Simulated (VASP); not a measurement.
**TiAl2B2: single point with PBE**

The system is TiAl2B2, a sheet with vacuum.

```xyz
5
Lattice="3.8817 0.0000 0.0000 -1.9408 3.3616 0.0000 0.0000 0.0000 31.0880" Properties=species:S:1:pos:R:3 pbc="T T T"
Ti    0.0000    0.0000    8.5782
Al    0.0000    2.2411   10.3868
Al    1.9408    1.1205   10.3868
B     0.0000    2.2411    7.7131
B     1.9408    1.1205    7.7131
```

```yaml
Program: VASP 6.6.1
Task: single point
Functional: PBE
Potentials_or_basis: VASP PAW PBE potentials, release 64 (Ti_sv, Al, B)
Cutoff: 520 eV
k_mesh: 12 × 12 × 1
Occupations: gaussian, width 0.1 eV
Spin: no spin polarisation
```

The largest force is 0.027 eV/Å and the band gap on the k mesh is zero (band 12 reaches -2.80 eV, above the bottom of band 13 at -2.87 eV).

Forces on the atoms (eV/Å):
```
Ti   0.000  0.000  0.014
Al   0.000  0.000  0.020
Al   0.000  0.000  0.020
B    0.000  0.000 -0.027
B    0.000  0.000 -0.027
```

Levels at points of the mesh, in eV from the Fermi level:
```csv
k point,band 10,band 11,band 12,band 13,band 14,band 15
"(0.00, 0.00, 0.00)",-0.29,-0.16,-0.16,-0.16,1.32,1.32
"(0.50, 0.00, 0.00)",-1.59,-1.51,-1.39,0.53,0.53,1.42
```

Wall time 4.5 min on 1 thread of Intel(R) Xeon(R) Platinum 8559C (Emerald Rapids), on a shared host, peak memory 0.56 GiB.
